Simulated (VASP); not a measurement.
# PbSe (P4/nmm) in VASP: a series of runs

PbSe is run at these levels: PBE; tasks: relaxation of shape and atoms at fixed volume.

Everything below comes from runs of VASP 6.6.1. Logs are shortened: lines on timing, memory, paths and dates and some standing lists are left out, and cuts for length are marked.

### 1 The cell of the first run

The structure is tetragonal, space group P4/nmm (No. 129). Conventional cell: a = 5.385 Å, b = 5.385 Å, c = 4.249 Å, α = 90.00°, β = 90.00°, γ = 90.00°. Within 4.3 Å of Pb (site symmetry 4mm) lie 8 Se at 3.01 to 3.95 Å and 6 Pb at 4.11 to 4.25 Å. Within 4.0 Å of Se (site symmetry -4m2) lie 8 Pb at 3.01 to 3.95 Å and 4 Se at 3.81 Å.

### 2 Relaxation of shape and atoms at fixed volume, PBE (30.80 Å³/atom)

File INCAR:

```
SYSTEM = PbSe
ALGO     = Normal         ! electronic algorithm
EDIFF    = 1E-6           ! SCF threshold, eV
EDIFFG   = -0.01          ! ionic threshold
ENCUT    = 600            ! plane-wave cutoff, eV
GGA      = PE             ! functional
IBRION   = 2              ! ionic algorithm
ISIF     = 4              ! what is computed and relaxed
ISMEAR   = 0              ! smearing method
LASPH    = .TRUE.         ! aspherical terms in the spheres
LCHARG   = .FALSE.        ! write CHGCAR
LREAL    = .FALSE.        ! projectors in reciprocal space
LWAVE    = .FALSE.        ! write WAVECAR
NELM     = 80             ! most SCF steps
NSW      = 60             ! ionic steps
PREC     = Accurate       ! precision mode
SIGMA    = 0.05           ! smearing width, eV
```

File KPOINTS:

```
k-points
0
G
  6 6 8
  0 0 0
```

File POSCAR:

```
PbSe
1.0
    5.3848831966      0.0000000000      0.0000000000
    0.0000000000      5.3848831966      0.0000000000
    0.0000000000      0.0000000000      4.2492248927
Pb Se
2 2
Direct
    0.5000000000      0.0000000000      0.3182456201
    0.0000000000      0.5000000000      0.6817543799
    0.0000000000      0.0000000000      0.0000000000
    0.5000000000      0.5000000000      0.0000000000
```

Potentials or basis: VASP PAW PBE potentials, release 64 (Pb_d, Se).

Started as:

```console
$ cat potpaw_PBE.64/Pb_d/POTCAR potpaw_PBE.64/Se/POTCAR > POTCAR
$ mpirun -np 1 vasp_std > vasp.out
```

OUTCAR:

```text
SYSTEM = PbSe
   EDIFF = 1E-6
   EDIFFG = -0.01
   ENCUT = 600
   GGA = PE
   IBRION = 2
   ISIF = 4
   ISMEAR = 0
   LASPH = .TRUE.
   LREAL = .FALSE.
   NELM = 80
   NSW = 60
   PREC = Accurate

 ion  position               nearest neighbor table
   1  0.500  0.000  0.318-   3 3.01   4 3.01   4 3.01   3 3.01   2 4.11   2 4.11   2 4.11   2 4.11

   2  0.000  0.500  0.682-   3 3.01   4 3.01   3 3.01   4 3.01   1 4.11   1 4.11   1 4.11   1 4.11

   3  0.000  0.000  0.000-   1 3.01   2 3.01   2 3.01   1 3.01
   4  0.500  0.500  0.000-   1 3.01   2 3.01   1 3.01   2 3.01

  LATTYP: Found a simple tetragonal cell.
 ALAT       =     5.3848831966
 C/A-ratio  =     0.7891025186

  Lattice vectors:

 A1 = (   5.3848831966,   0.0000000000,   0.0000000000)
 A2 = (   0.0000000000,   5.3848831966,   0.0000000000)
 A3 = (   0.0000000000,   0.0000000000,   4.2492248927)

Analysis of symmetry for initial positions (statically):
=====================================================================
 Subroutine PRICEL returns:
 Original cell was already a primitive cell.

 Routine SETGRP: Setting up the symmetry group for a
 simple tetragonal supercell.

 Subroutine GETGRP returns: Found 16 space group operations
 (whereof  8 operations were pure point group operations)
 out of a pool of 16 trial point group operations.

The static configuration has the point symmetry D_2d.
 The point group associated with its full space group is D_4h.

Analysis of symmetry for dynamics (positions and initial velocities):
=====================================================================
 Subroutine PRICEL returns:
 Original cell was already a primitive cell.

 Routine SETGRP: Setting up the symmetry group for a
 simple tetragonal supercell.

 Subroutine GETGRP returns: Found 16 space group operations
 (whereof  8 operations were pure point group operations)
 out of a pool of 16 trial point group operations.

The dynamic configuration has the point symmetry D_2d.
 The point group associated with its full space group is D_4h.

 Subroutine INISYM returns: Found 16 space group operations
 (whereof  8 operations are pure point group operations),
 and found     1 'primitive' translations

----------------------------------------------------------------------------------------

                                     Primitive cell

  volume of cell :     123.2146

  direct lattice vectors                    reciprocal lattice vectors
     5.384883197  0.000000000  0.000000000     0.185705049  0.000000000  0.000000000
     0.000000000  5.384883197  0.000000000     0.000000000  0.185705049  0.000000000
     0.000000000  0.000000000  4.249224893     0.000000000  0.000000000  0.235337038

  length of vectors
     5.384883197  5.384883197  4.249224893     0.185705049  0.185705049  0.235337038

  position of ions in fractional coordinates (direct lattice)
     0.500000000  0.000000000  0.318245620
     0.000000000  0.500000000  0.681754380
     0.000000000  0.000000000  0.000000000
     0.500000000  0.500000000  0.000000000

  ion indices of the primitive-cell ions
   primitive index   ion index
                 1           1
                 2           2
                 3           3
                 4           4

----------------------------------------------------------------------------------------

 KPOINTS: k-points

Automatic generation of k-mesh.
 Grid dimensions read from file:
 generate k-points for:    6    6    8

 Generating k-lattice:

  Cartesian coordinates                     Fractional coordinates (reciprocal lattice)
     0.030950842  0.000000000  0.000000000     0.166666667  0.000000000  0.000000000
     0.000000000  0.030950842  0.000000000     0.000000000  0.166666667  0.000000000
     0.000000000  0.000000000  0.029417130     0.000000000  0.000000000  0.125000000

  Length of vectors
     0.030950842  0.030950842  0.029417130

  Shift w.r.t. Gamma in fractional coordinates (k-lattice)
     0.000000000  0.000000000  0.000000000

 Subroutine IBZKPT returns following result:
 ===========================================

 Found     50 irreducible k-points:

 Following reciprocal coordinates:
            Coordinates               Weight
  0.000000  0.000000  0.000000      1.000000
  0.166667  0.000000  0.000000      4.000000
  0.333333  0.000000  0.000000      4.000000
  0.500000  0.000000  0.000000      2.000000
  0.166667  0.166667  0.000000      4.000000
  0.333333  0.166667  0.000000      8.000000
[... 16 lines left out ...]
  0.333333  0.000000  0.250000      8.000000
  0.500000  0.000000  0.250000      4.000000
 [... further k-points ...]
   k-points           NKPTS =     50   k-points in BZ     NKDIM =     50   number of bands    NBANDS=     24
   number of dos      NEDOS =    301   number of ions     NIONS =      4
   total plane-waves  NPLWV =  82944
   dimension x,y,z NGX =    48 NGY =   48 NGZ =   36
   dimension x,y,z NGXF=    96 NGYF=   96 NGZF=   72
   ions per type =               2   2
   NGX,Y,Z   is equivalent  to a cutoff of  14.82, 14.82, 14.08 a.u.
   NGXF,Y,Z  is equivalent  to a cutoff of  29.64, 29.64, 28.17 a.u.
 SYSTEM =  PbSe
   PREC   = accura    normal or accurate (medium, high low for compatibility)
   ISTART =      0    job   : 0-new  1-cont  2-samecut
   ICHARG =      2    charge: 1-file 2-atom 10-const
   ISPIN  =      1    spin polarized calculation?
   LNONCOLLINEAR =      F non collinear calculations
   LSORBIT =      F    spin-orbit coupling
   LASPH  =      T    aspherical Exc in radial PAW
   ENCUT  =  600.0 eV  44.10 Ry    6.64 a.u.  10.75 10.75  8.49*2*pi/ulx,y,z
   NELM   =     80;   NELMIN=  2; NELMDL= -5     # of ELM steps
   EDIFF  = 0.1E-05   stopping-criterion for ELM
   LREAL  =      F    real-space projection
   EDIFFG = -.1E-01   stopping-criterion for IOM
   NSW    =     60    number of steps for IOM
   IBRION =      2    ionic relax: 0-MD 1-quasi-New 2-CG
   NFREE  =      1    steps in history (QN), initial steepest desc. (CG)
   ISIF   =      4    stress and relaxation
   ISYM   =      2    0-nonsym 1-usesym 2-fastsym
   POTIM  = 0.5000    time-step for ionic-motion
   TEBEG  =    0.0;   TEEND  =   0.0 temperature during run
   PSTRESS=    0.0 pullay stress
   NELECT =      40.0000    total number of electrons
   NUPDOWN=      -1.0000    fix difference up-down
   EMIN   =  10.00;   EMAX   =-10.00  energy-range for DOS
   EFERMI =   0.00;   METHOD = LEGACY
   ISMEAR =     0;   SIGMA  =   0.05  broadening in eV -4-tet -1-fermi 0-gaus
   EFERMI_NEDOS =   21; number of points for ismear=-14 and -15
   IALGO  =     38    algorithm
   IMIX   =      4    mixing-type and parameters
     AMIX     =   0.40;   BMIX     =  1.00
     AMIX_MAG =   1.60;   BMIX_MAG =  1.00
  volume/ion in A,a.u.               =      30.80       207.87
  Fermi-wavevector in a.u.,A,eV,Ry     =   1.125142  2.126210 17.224226  1.265945
  Thomas-Fermi vector in A             =   2.261818
   LORBIT       =      0    0 simple, 1 ext, 2 COOP (PROOUT), +10 PAW based schemes
   GGA     = PE    functional components
   LHFCALC =     F    Hartree Fock is set to
   AEXX    =    0.0000 exact exchange contribution
   IVDW    =     0    specifies the selected vdW correction
   LEPSILON=     F    determine dielectric tensor
   LRPA    =     F    only Hartree local field effects (RPA)
 conjugate gradient relaxation of ions
 non-spin polarized calculation
 Gauss-broadening in eV      SIGMA  =   0.05
  energy-cutoff  :      600.00
  volume of cell :      123.21
 maximum number of plane-waves:      4140
 NGX is ok and might be reduce to    48
   NGX = 21   NGY = 21   NGZ = 17

--------------------------------------- Ionic step        1  -------------------------------------------

 number of electron      39.9999997 magnetization

 Free energy of the ion-electron system (eV)
  ---------------------------------------------------
  ext. energy  EPLUGINS =         0.00000000
  ---------------------------------------------------
  free energy    TOTEN  =       -15.70258618 eV

  energy without entropy =      -15.70258618  energy(sigma->0) =      -15.70258618

------------------------ aborting loop because EDIFF is reached ----------------------------------------

  FORCE on cell =-STRESS in cart. coord.  units (eV):
  Direction    XX          YY          ZZ          XY          YZ          ZX
  --------------------------------------------------------------------------------------
  -------------------------------------------------------------------------------------
  Total       -0.6568163     -0.6568163     -0.4654667      0.0000000      0.0000000      0.0000000
  in kB       -8.5406754     -8.5406754     -6.0525295      0.0000000      0.0000000      0.0000000
  external PRESSURE =      -7.7112934 kB  Pullay stress =       0.0000000 kB

 VOLUME and BASIS-vectors are now :
 -----------------------------------------------------------------------------
  energy-cutoff  :      600.00
  volume of cell :      123.21
      direct lattice vectors                 reciprocal lattice vectors
     5.384883197  0.000000000  0.000000000     0.185705049  0.000000000  0.000000000
     0.000000000  5.384883197  0.000000000     0.000000000  0.185705049  0.000000000
     0.000000000  0.000000000  4.249224893     0.000000000  0.000000000  0.235337038
[... 191 lines left out ...]
 POSITION                                       TOTAL-FORCE (eV/Angst)
 -----------------------------------------------------------------------------------
      2.68128      0.00000      1.33627         0.000000     -0.000000     -0.011746
      0.00000      2.68128      2.94840         0.000000      0.000000      0.011746
      0.00000      0.00000      0.00000         0.000000     -0.000000      0.000000
      2.68128      2.68128      0.00000         0.000000      0.000000      0.000000
 -----------------------------------------------------------------------------------
    total drift:                                0.000000      0.000000     -0.000000

  FREE ENERGIE OF THE ION-ELECTRON SYSTEM (eV)
  ---------------------------------------------------
  free  energy   TOTEN  =       -15.7056402471 eV

  energy  without entropy=      -15.7056402471  energy(sigma->0) =      -15.70564025

--------------------------------------- Ionic step        7  -------------------------------------------

 number of electron      39.9999993 magnetization

 Free energy of the ion-electron system (eV)
  ---------------------------------------------------
  ext. energy  EPLUGINS =         0.00000000
  ---------------------------------------------------
  free energy    TOTEN  =       -15.70572268 eV

  energy without entropy =      -15.70572268  energy(sigma->0) =      -15.70572268

 E-fermi :   4.2509     XC(G=0):  -9.2157

 val. band max:        3.9954186504   @ k =   0.5000   0.5000   0.5000
 cond. band min:       4.4717662911   @ k =   0.1667   0.1667   0.3750
 fundamental gap:      0.4763476407
 Fermi energy:         4.2509026237

 k-point     1 :       0.0000    0.0000    0.0000
  band No.  band energies     occupation
      1     -12.6471      2.00000
      2     -12.6380      2.00000
      3     -12.6289      2.00000
      4     -12.6132      2.00000
      5     -12.6132      2.00000
      6     -12.5901      2.00000
[... 16 lines left out ...]
     23       8.5304      0.00000
     24       8.5304      0.00000
[... 598 lines left out ...]
      2     -12.6356      2.00000
      3     -12.6152      2.00000
      4     -12.6152      2.00000
      5     -12.6044      2.00000
      6     -12.6044      2.00000
[... 16 lines left out ...]
     23       7.4592      0.00000
     24       7.4592      0.00000

 [... further k-points ...]
[... 5 lines left out ...]
  --------------------------------------------------------------------------------------
  -------------------------------------------------------------------------------------
  Total       -0.2441742     -0.2441742     -0.2470514      0.0000000     -0.0000000      0.0000000
  in kB       -3.1750313     -3.1750313     -3.2124447      0.0000000     -0.0000000      0.0000000
  external PRESSURE =      -3.1875025 kB  Pullay stress =       0.0000000 kB

 VOLUME and BASIS-vectors are now :
 -----------------------------------------------------------------------------
  energy-cutoff  :      600.00
  volume of cell :      123.21
      direct lattice vectors                 reciprocal lattice vectors
     5.366113299  0.000000000  0.000000000     0.186354619  0.000000000  0.000000000
     0.000000000  5.366113299  0.000000000     0.000000000  0.186354619 -0.000000000
     0.000000000  0.000000000  4.279003245     0.000000000 -0.000000000  0.233699285

 POSITION                                       TOTAL-FORCE (eV/Angst)
 -----------------------------------------------------------------------------------
      2.68306      0.00000      1.33091         0.000000     -0.000000     -0.000586
      0.00000      2.68306      2.94809        -0.000000      0.000000      0.000586
      0.00000      0.00000      0.00000        -0.000000      0.000000      0.000000
      2.68306      2.68306      0.00000        -0.000000     -0.000000      0.000000
 -----------------------------------------------------------------------------------
    total drift:                                0.000000      0.000000      0.000000

  FREE ENERGIE OF THE ION-ELECTRON SYSTEM (eV)
  ---------------------------------------------------
  free  energy   TOTEN  =       -15.7057226759 eV

  energy  without entropy=      -15.7057226759  energy(sigma->0) =      -15.70572268

 reached required accuracy - stopping structural energy minimisation
```

Wall time 20 min (1 thread of AMD EPYC 9755, shared host); peak memory 0.36 GiB.

Results:

* Free energy: -15.7057 eV
* Energy gained by relaxing: 0.8 meV/atom
* Ionic steps: 7
* Pressure after relaxing: -0.3 GPa
* Band gap on the k mesh: 0.48 eV (least direct gap 0.94 eV)

The path:
```
step  energy change (eV)  largest force (eV/Å)  pressure (GPa)  volume (Å³)
   1              0.0000                0.0780           -0.77       123.21
   2             -0.0008                0.0693           -0.70       123.21
   3             -0.0024                0.0426           -0.51       123.21
   4             -0.0019                0.0136           -0.09       123.21
   5             -0.0028                0.0237           -0.36       123.21
   6             -0.0031                0.0117           -0.34       123.21
   7             -0.0031                0.0006           -0.32       123.21
```

Final structure:
```cif
data_structure
_symmetry_space_group_name_H-M 'P 1'
_symmetry_Int_Tables_number 1
_cell_length_a 5.3661
_cell_length_b 5.3661
_cell_length_c 4.2790
_cell_angle_alpha 90.000
_cell_angle_beta 90.000
_cell_angle_gamma 90.000
_cell_volume 123.21
loop_
_atom_site_label
_atom_site_type_symbol
_atom_site_fract_x
_atom_site_fract_y
_atom_site_fract_z
_atom_site_occupancy
Pb1 Pb 0.50000 0.00000 0.31103 1
Pb2 Pb 0.00000 0.50000 0.68897 1
Se1 Se 0.00000 0.00000 0.00000 1
Se2 Se 0.50000 0.50000 0.00000 1
```

Caveat: spin-orbit coupling is left out, which moves the levels of the heavy elements. A k mesh can miss the band edges.

[end of part 1 of 2]
